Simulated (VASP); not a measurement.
The system is SrCl2.

```
CELL_PARAMETERS angstrom
0.00000 3.48835 3.48835
3.48835 0.00000 3.48835
3.48835 3.48835 0.00000
ATOMIC_POSITIONS crystal
Sr 0.00000 0.00000 0.00000
Cl 0.75000 0.75000 0.75000
Cl 0.25000 0.25000 0.25000
```

| Property | Result |
| --- | --- |
| Program | VASP 6.6.1 |
| Task | relaxation of cell and atoms |
| Functional | PBE |
| Potentials or basis | VASP PAW PBE potentials, release 64 (Sr_sv, Cl) |
| Cutoff | 600 eV |
| k mesh | 7 × 7 × 7 |
| Occupations | fermi-dirac, width 0.05 eV |
| Spin | no spin polarisation |

At the start: pressure 1.1 GPa; volume 28.30 Å³/atom.

Question: Where does the relaxation end?

Answer: Over 3 steps the energy falls by 3.0 meV/atom and the volume is 29.18 Å³/atom (+3.1 %); space group Fm-3m (No. 225, to 0.1 Å) before and after.

Step by step:
```tsv
step	energy change (eV)	largest force (eV/Å)	pressure (GPa)	volume (Å³)
1	0.0000	0.0000	1.11	84.90
2	-0.0090	0.0000	0.09	87.34
3	-0.0090	0.0000	0.00	87.55
```

Final structure:
```
Sr Cl
1.0
     0.00000    3.52439    3.52439
     3.52439    0.00000    3.52439
     3.52439    3.52439    0.00000
Sr Cl
1 2
Direct
  0.00000 0.00000 0.00000
  0.75000 0.75000 0.75000
  0.25000 0.25000 0.25000
```
